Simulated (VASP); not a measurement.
# Na2N (P-3m1) in VASP: notebook

Na2N is run at these levels: PBE; tasks: single point, relaxation of cell and atoms.

Everything below comes from runs of VASP 6.6.1. Logs are shortened: lines on timing, memory, paths and dates and some standing lists are left out, and cuts for length are marked.

## (1) The cell of the first run

The structure is trigonal, space group P-3m1 (No. 164). The conventional cell has a = 3.692 Å, b = 3.692 Å, c = 5.542 Å, α = 90.00°, β = 90.00°, γ = 120.00°. Within 3.2 Å of Na (site symmetry 3m) lie 3 N at 2.40 Å and 3 Na at 3.07 Å. Within 3.2 Å of N (site symmetry -3m) lie 6 Na at 2.40 Å.

## (2) Single point, PBE

INCAR reads:

```
ALGO     = Normal         # electronic algorithm
EDIFF    = 1E-7           # SCF threshold, eV
ENCUT    = 520            # plane-wave cutoff, eV
GGA      = PE             # functional
ISIF     = 2              # what is computed and relaxed
ISMEAR   = 0              # smearing method
LASPH    = T              # aspherical terms in the spheres
LCHARG   = F              # write CHGCAR
LREAL    = F              # projectors in reciprocal space
LWAVE    = F              # write WAVECAR
NBANDS   = 16             # bands
NELM     = 60             # most SCF steps
PREC     = Accurate       # precision mode
SIGMA    = 0.1            # smearing width, eV
```

KPOINTS reads:

```
k-points
0
Gamma
  6 6 4
```

POSCAR reads:

```
Na2N
1.0
    3.6922218465     -0.0000000032      0.0000000000
   -1.8461109205      3.1975579171      0.0000000000
    0.0000000000      0.0000000000      5.5416351878
Na N
2 1
Direct
    0.3333333333      0.6666666667      0.1988782619
    0.6666666667      0.3333333333      0.8011217381
    0.0000000000      0.0000000000      0.0000000000
```

Potentials or basis: VASP PAW PBE potentials, release 64 (Na_pv, N).

Run with:

```
cat potpaw_PBE.64/Na_pv/POTCAR potpaw_PBE.64/N/POTCAR > POTCAR
mpirun -np 1 vasp_std > vasp.out
```

OUTCAR:

```text
EDIFF = 1E-7
   ENCUT = 520
   GGA = PE
   ISIF = 2
   ISMEAR = 0
   LASPH = T
   LREAL = F
   NELM = 60
   PREC = Accurate

 ion  position               nearest neighbor table
   1  0.333  0.667  0.199-
   2  0.667  0.333  0.801-
   3  0.000  0.000  0.000-

  LATTYP: Found a hexagonal cell.
 ALAT       =     3.6922218465
 C/A-ratio  =     1.5008944257

  Lattice vectors:

 A1 = (   3.6922218465,  -0.0000000032,   0.0000000000)
 A2 = (  -1.8461109205,   3.1975579171,   0.0000000000)
 A3 = (   0.0000000000,   0.0000000000,   5.5416351878)

Analysis of symmetry for initial positions (statically):
=====================================================================
 Subroutine PRICEL returns:
 Original cell was already a primitive cell.

 Routine SETGRP: Setting up the symmetry group for a
 hexagonal supercell.

 Subroutine GETGRP returns: Found 12 space group operations
 (whereof 12 operations were pure point group operations)
 out of a pool of 24 trial point group operations.

The static configuration has the point symmetry D_3d.

Analysis of symmetry for dynamics (positions and initial velocities):
=====================================================================
 Subroutine PRICEL returns:
 Original cell was already a primitive cell.

 Routine SETGRP: Setting up the symmetry group for a
 hexagonal supercell.

 Subroutine GETGRP returns: Found 12 space group operations
 (whereof 12 operations were pure point group operations)
 out of a pool of 24 trial point group operations.

The dynamic configuration has the point symmetry D_3d.

 Subroutine INISYM returns: Found 12 space group operations
 (whereof 12 operations are pure point group operations),
 and found     1 'primitive' translations

----------------------------------------------------------------------------------------

                                     Primitive cell

  volume of cell :      65.4251

  direct lattice vectors                    reciprocal lattice vectors
     3.692221846 -0.000000003  0.000000000     0.270839630  0.156369333  0.000000000
    -1.846110920  3.197557917  0.000000000     0.000000000  0.312738667  0.000000000
     0.000000000  0.000000000  5.541635188     0.000000000  0.000000000  0.180452153

  length of vectors
     3.692221846  3.692221847  5.541635188     0.312738667  0.312738667  0.180452153

  position of ions in fractional coordinates (direct lattice)
     0.333333333  0.666666667  0.198878262
     0.666666667  0.333333333  0.801121738
     0.000000000  0.000000000  0.000000000

  ion indices of the primitive-cell ions
   primitive index   ion index
                 1           1
                 2           2
                 3           3

----------------------------------------------------------------------------------------

 KPOINTS: k-points

Automatic generation of k-mesh.
 Grid dimensions read from file:
 generate k-points for:    6    6    4

 Generating k-lattice:

  Cartesian coordinates                     Fractional coordinates (reciprocal lattice)
     0.045139938  0.026061556  0.000000000     0.166666667  0.000000000  0.000000000
     0.000000000  0.052123111  0.000000000     0.000000000  0.166666667  0.000000000
     0.000000000  0.000000000  0.045113038     0.000000000  0.000000000  0.250000000

  Length of vectors
     0.052123111  0.052123111  0.045113038

  Shift w.r.t. Gamma in fractional coordinates (k-lattice)
     0.000000000  0.000000000  0.000000000

 Subroutine IBZKPT returns following result:
 ===========================================

 Found     24 irreducible k-points:

 Following reciprocal coordinates:
            Coordinates               Weight
  0.000000  0.000000  0.000000      1.000000
  0.166667  0.000000  0.000000      6.000000
  0.333333 -0.000000  0.000000      6.000000
  0.500000  0.000000  0.000000      3.000000
  0.166667  0.166667  0.000000      6.000000
  0.333333  0.166667  0.000000     12.000000
[... 16 lines left out ...]
  0.333333  0.166667  0.500000     12.000000
  0.333333  0.333333  0.500000      2.000000
   k-points           NKPTS =     24   k-points in BZ     NKDIM =     24   number of bands    NBANDS=     16
   number of dos      NEDOS =    301   number of ions     NIONS =      3
   total plane-waves  NPLWV =  32928
   dimension x,y,z NGX =    28 NGY =   28 NGZ =   42
   dimension x,y,z NGXF=    56 NGYF=   56 NGZF=   84
   ions per type =               2   1
   NGX,Y,Z   is equivalent  to a cutoff of  12.61, 12.61, 12.60 a.u.
   NGXF,Y,Z  is equivalent  to a cutoff of  25.21, 25.21, 25.20 a.u.
 SYSTEM =  unknown system
   PREC   = accura    normal or accurate (medium, high low for compatibility)
   ISTART =      0    job   : 0-new  1-cont  2-samecut
   ICHARG =      2    charge: 1-file 2-atom 10-const
   ISPIN  =      1    spin polarized calculation?
   LNONCOLLINEAR =      F non collinear calculations
   LSORBIT =      F    spin-orbit coupling
   LASPH  =      T    aspherical Exc in radial PAW
   ENCUT  =  520.0 eV  38.22 Ry    6.18 a.u.   6.87  6.87 10.30*2*pi/ulx,y,z
   NELM   =     60;   NELMIN=  2; NELMDL= -5     # of ELM steps
   EDIFF  = 0.1E-06   stopping-criterion for ELM
   LREAL  =      F    real-space projection
   EDIFFG = 0.1E-05   stopping-criterion for IOM
   NSW    =      0    number of steps for IOM
   IBRION =     -1    ionic relax: 0-MD 1-quasi-New 2-CG
   NFREE  =      0    steps in history (QN), initial steepest desc. (CG)
   ISIF   =      2    stress and relaxation
   ISYM   =      2    0-nonsym 1-usesym 2-fastsym
   POTIM  = 0.5000    time-step for ionic-motion
   TEBEG  =    0.0;   TEEND  =   0.0 temperature during run
   PSTRESS=    0.0 pullay stress
   NELECT =      19.0000    total number of electrons
   NUPDOWN=      -1.0000    fix difference up-down
   EMIN   =  10.00;   EMAX   =-10.00  energy-range for DOS
   EFERMI =   0.00;   METHOD = LEGACY
   ISMEAR =     0;   SIGMA  =   0.10  broadening in eV -4-tet -1-fermi 0-gaus
   EFERMI_NEDOS =   21; number of points for ismear=-14 and -15
   IALGO  =     38    algorithm
   IMIX   =      4    mixing-type and parameters
     AMIX     =   0.40;   BMIX     =  1.00
     AMIX_MAG =   1.60;   BMIX_MAG =  1.00
  volume/ion in A,a.u.               =      21.81       147.17
  Fermi-wavevector in a.u.,A,eV,Ry     =   1.084122  2.048693 15.991194  1.175320
  Thomas-Fermi vector in A             =   2.220204
   LORBIT       =      0    0 simple, 1 ext, 2 COOP (PROOUT), +10 PAW based schemes
   GGA     = PE    functional components
   LHFCALC =     F    Hartree Fock is set to
   AEXX    =    0.0000 exact exchange contribution
   IVDW    =     0    specifies the selected vdW correction
   LEPSILON=     F    determine dielectric tensor
   LRPA    =     F    only Hartree local field effects (RPA)
 non-spin polarized calculation
 Gauss-broadening in eV      SIGMA  =   0.10
  energy-cutoff  :      520.00
  volume of cell :       65.43
 maximum number of plane-waves:      1782
   NGX = 13   NGY = 13   NGZ = 21

 number of electron      18.9999991 magnetization

 Free energy of the ion-electron system (eV)
  ---------------------------------------------------
  ext. energy  EPLUGINS =         0.00000000
  ---------------------------------------------------
  free energy    TOTEN  =        -9.04198011 eV

  energy without entropy =       -9.02000951  energy(sigma->0) =       -9.03099481

 E-fermi :  -0.0921     XC(G=0):  -7.3329

 val. band max:       -0.0942837232   @ k =   0.1667   0.1667   0.2500
 cond. band min:      -0.0894153673   @ k =   0.1667   0.1667   0.5000
 fundamental gap:      0.0048683559
 Fermi energy:        -0.0921126027

 k-point     1 :       0.0000    0.0000    0.0000
  band No.  band energies     occupation
      1     -22.8824      2.00000
      2     -22.7738      2.00000
      3     -22.7260      2.00000
      4     -22.7260      2.00000
      5     -22.6992      2.00000
      6     -22.6992      2.00000
[... 8 lines left out ...]
     15      11.8904      0.00000
     16      13.4816      0.00000

 k-point     2 :       0.1667    0.0000    0.0000
  band No.  band energies     occupation
      1     -22.8764      2.00000
      2     -22.7837      2.00000
      3     -22.7318      2.00000
      4     -22.7315      2.00000
      5     -22.7077      2.00000
      6     -22.6980      2.00000
[... 8 lines left out ...]
     15      11.2965      0.00000
     16      11.4570      0.00000

 k-point     3 :       0.3333   -0.0000    0.0000
  band No.  band energies     occupation
      1     -22.8613      2.00000
      2     -22.8084      2.00000
      3     -22.7448      2.00000
      4     -22.7418      2.00000
      5     -22.7202      2.00000
      6     -22.6972      2.00000
[... 8 lines left out ...]
     15      10.4387      0.00000
     16      10.6474      0.00000

 k-point     4 :       0.5000    0.0000    0.0000
  band No.  band energies     occupation
      1     -22.8466      2.00000
      2     -22.8290      2.00000
      3     -22.7515      2.00000
      4     -22.7464      2.00000
      5     -22.7254      2.00000
      6     -22.6972      2.00000
[... 8 lines left out ...]
     15       9.6079      0.00000
     16      10.3263      0.00000
[... 324 lines left out ...]
 k-point    22 :       0.1667    0.1667    0.5000
  band No.  band energies     occupation
      1     -22.8610      2.00000
      2     -22.8090      2.00000
      3     -22.7487      2.00000
      4     -22.7295      2.00000
      5     -22.7123      2.00000
      6     -22.7026      2.00000
[... 8 lines left out ...]
     15       9.6253      0.00000
     16      10.4817      0.00000

 k-point    23 :       0.3333    0.1667    0.5000
  band No.  band energies     occupation
      1     -22.8489      2.00000
      2     -22.8279      2.00000
      3     -22.7657      2.00000
      4     -22.7290      2.00000
      5     -22.7195      2.00000
      6     -22.7050      2.00000
[... 8 lines left out ...]
     15       8.6410      0.00000
     16      10.3245      0.00000

 k-point    24 :       0.3333    0.3333    0.5000
  band No.  band energies     occupation
      1     -22.8364      2.00000
      2     -22.8364      2.00000
      3     -22.7805      2.00000
      4     -22.7202      2.00000
      5     -22.7202      2.00000
      6     -22.7136      2.00000
[... 8 lines left out ...]
     15       8.3719      0.00000
     16       9.4931      0.00000

------------------------ aborting loop because EDIFF is reached ----------------------------------------

  FORCE on cell =-STRESS in cart. coord.  units (eV):
  Direction    XX          YY          ZZ          XY          YZ          ZX
  --------------------------------------------------------------------------------------
  -------------------------------------------------------------------------------------
  Total        0.0687110      0.0687110     -0.0340265     -0.0000000      0.0000000      0.0000000
  in kB        1.6826446      1.6826446     -0.8332670     -0.0000000      0.0000000      0.0000000
  external PRESSURE =       0.8440074 kB  Pullay stress =       0.0000000 kB

 VOLUME and BASIS-vectors are now :
 -----------------------------------------------------------------------------
  energy-cutoff  :      520.00
  volume of cell :       65.43
      direct lattice vectors                 reciprocal lattice vectors
     3.692221846 -0.000000003  0.000000000     0.270839630  0.156369333  0.000000000
    -1.846110920  3.197557917  0.000000000     0.000000000  0.312738667  0.000000000
     0.000000000  0.000000000  5.541635188     0.000000000  0.000000000  0.180452153

 POSITION                                       TOTAL-FORCE (eV/Angst)
 -----------------------------------------------------------------------------------
      0.00000      2.13171      1.10211        -0.000000      0.000000      0.003138
      1.84611      1.06585      4.43952         0.000000     -0.000000     -0.003138
      0.00000      0.00000      0.00000        -0.000000      0.000000      0.000000
 -----------------------------------------------------------------------------------
    total drift:                                0.000000     -0.000000      0.000000

  FREE ENERGIE OF THE ION-ELECTRON SYSTEM (eV)
  ---------------------------------------------------
  free  energy   TOTEN  =        -9.0419801075 eV

  energy  without entropy=       -9.0200095126  energy(sigma->0) =       -9.03099481
```

It took 16 s on 1 thread of Intel Xeon 6975P-C (Granite Rapids), shared host; peak memory 0.17 GiB.

What came out:

* Free energy: -9.0420 eV
* Pressure: 0.1 GPa
* Largest force: 0.003 eV/Å

Forces in eV/Å, atoms in the order of the input:
```
Na   0.000  0.000  0.003
Na   0.000  0.000 -0.003
N    0.000  0.000  0.000
```

(Part 1 of 2 ends here.)
